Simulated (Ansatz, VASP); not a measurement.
# AgCl: VASP beside Ansatz

File INCAR:

```
ALGO = Normal
EDIFF = 1E-7
ENCUT = 520
GGA = PS
ISIF = 2
ISMEAR = 0
LASPH = T
LCHARG = F
LREAL = F
LWAVE = F
NBANDS = 16
NELM = 80
PREC = Accurate
SIGMA = 0.05
```

KPOINTS

```
k-points
0
Gamma
  12 12 12
```

File POSCAR:

```
AgCl
1.0
    3.4201442518     -0.0900961708     -0.0900961708
   -0.0900961708      3.4201442518     -0.0900961708
   -0.0900961708     -0.0900961708      3.4201442518
Ag Cl
1 1
Direct
    0.0000000000      0.0000000000      0.0000000000
    0.5000000000      0.5000000000      0.5000000000
```

Input for Ansatz:

```yaml
crystal:
  lattice:
    - [3.4201442518, -0.0900961708, -0.0900961708]
    - [-0.0900961708, 3.4201442518, -0.0900961708]
    - [-0.0900961708, -0.0900961708, 3.4201442518]
  atoms:
    - { symbol: Ag, position: [0.0, 0.0, 0.0] }
    - { symbol: Cl, position: [0.5, 0.5, 0.5] }
basis:
  ecutwfc: 420
kpoints:
  mp_grid: { grid: [12, 12, 12] }
hamiltonian:
  xc: pbesol
scf:
  occupations: { method: gaussian, width: 0.05 }
output:
  forces: true
  stress: true
  eigenvalues: true
```

Alike in both runs: task single point; functional PBEsol; k mesh 12 × 12 × 12; occupations gaussian, width 0.05 eV; no spin polarisation.

|  | VASP | Ansatz |
| --- | --- | --- |
| version | VASP 6.6.1 | Ansatz 0.2.0 |
| potentials or method | VASP PAW PBE potentials, release 64 (Ag, Cl), cutoff 520 eV | scalar-relativistic, plane waves, PAW |
| valence electrons in the cell | 18 | 26 |

Ansatz gave:

- gap on the k mesh at the Fermi level (eV): 0.28
- least direct gap on the mesh (eV): 1.92
- pressure (GPa): -3.8
- traceless stress, the component that is largest in VASP (GPa): -0.73

Problem. What did VASP give for the same quantities?

Solution. gap on the k mesh at the Fermi level (eV): 0.28; least direct gap on the mesh (eV): 1.92; pressure (GPa): -3.9; traceless stress, the component that is largest in VASP (GPa): -0.74.

VASP's potentials were made for PBE, not for PBEsol. VASP's potentials hold 18 valence electrons a cell and Ansatz's 26, so a difference there can come from the potentials and not from the codes.
